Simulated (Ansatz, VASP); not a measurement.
**Two plane-wave programs on NiMoIrPdW**

INCAR

```
ALGO = Fast
EDIFF = 1E-7
ENCUT = 520
GGA = PE
ISIF = 2
ISMEAR = 0
LASPH = True
LCHARG = False
LREAL = False
LWAVE = False
NBANDS = 68
NELM = 80
PREC = Accurate
SIGMA = 0.2
```

File KPOINTS:

```
k-points
0
Gamma
  8 4 2
```

The input POSCAR:

```
NiMoIrPdW
1.0
    2.7660917192      0.0000000000      0.0000000000
    0.0000000000      4.7910113961      0.0000000000
    0.0000000000      0.0000000000     11.0227814020
Ni Mo Pd Ir W
2 2 2 2 2
Direct
    0.0000000000      0.3333333333      0.5971076033
    0.5000000000      0.8333333333      0.5971076033
    0.0000000000      0.0000000000      0.4107407068
    0.5000000000      0.5000000000      0.4107407068
    0.5000000000      0.1666666667      0.7952004104
    0.0000000000      0.6666666667      0.7952004104
    0.5000000000      0.1666666667      0.1996057569
    0.0000000000      0.6666666667      0.1996057569
    0.0000000000      0.3333333333      0.9973445226
    0.5000000000      0.8333333333      0.9973445226
```

Input for Ansatz:

```yaml
crystal:
  lattice:
    - [2.7660917192, 0.0, 0.0]
    - [0.0, 4.7910113961, 0.0]
    - [0.0, 0.0, 11.022781402]
  atoms:
    - { symbol: Ni, position: [0.0, 0.3333333333, 0.5971076033] }
    - { symbol: Ni, position: [0.5, 0.8333333333, 0.5971076033] }
    - { symbol: Mo, position: [0.0, 0.0, 0.4107407068] }
    - { symbol: Mo, position: [0.5, 0.5, 0.4107407068] }
    - { symbol: Pd, position: [0.5, 0.1666666667, 0.7952004104] }
    - { symbol: Pd, position: [0.0, 0.6666666667, 0.7952004104] }
    - { symbol: Ir, position: [0.5, 0.1666666667, 0.1996057569] }
    - { symbol: Ir, position: [0.0, 0.6666666667, 0.1996057569] }
    - { symbol: W, position: [0.0, 0.3333333333, 0.9973445226] }
    - { symbol: W, position: [0.5, 0.8333333333, 0.9973445226] }
basis:
  ecutwfc: 420
kpoints:
  mp_grid: { grid: [8, 4, 2] }
hamiltonian:
  xc: pbe
scf:
  occupations: { method: gaussian, width: 0.2 }
  lower_state_search: "off"
output:
  forces: true
  stress: true
  eigenvalues: true
```

Alike in both runs: task single point; functional PBE; k mesh 8 × 4 × 2; occupations gaussian, width 0.2 eV; no spin polarisation.

|  | VASP | Ansatz |
| --- | --- | --- |
| version | VASP 6.6.1 | Ansatz 0.2.0 |
| potentials or method | VASP PAW PBE potentials, release 64 (Ni, Mo_sv, Pd, Ir, W_sv), cutoff 520 eV | scalar-relativistic, plane waves, PAW |
| valence electrons in the cell | 114 | 162 |

Ansatz gave:

```
gap on the k mesh at the Fermi level (eV)                     : none
pressure (GPa)                                                : 0.2
traceless stress, the component that is largest in VASP (GPa) : 0.41
rms of the force components (eV/Å)                            : 0.014
```

Which values does VASP return?

gap on the k mesh at the Fermi level (eV): none; pressure (GPa): 0.6; traceless stress, the component that is largest in VASP (GPa): 0.45; rms of the force components (eV/Å): 0.021.

Atom by atom the forces differ by 0.011 eV/Å (rms over components). A gap of «none» marks a metal or a gap that the smearing closes. With one functional, cell and mesh, what is left measures potentials, basis and numerics. VASP's potentials hold 114 valence electrons a cell and Ansatz's 162, so a difference there can come from the potentials and not from the codes.

Spin-orbit coupling is off throughout.
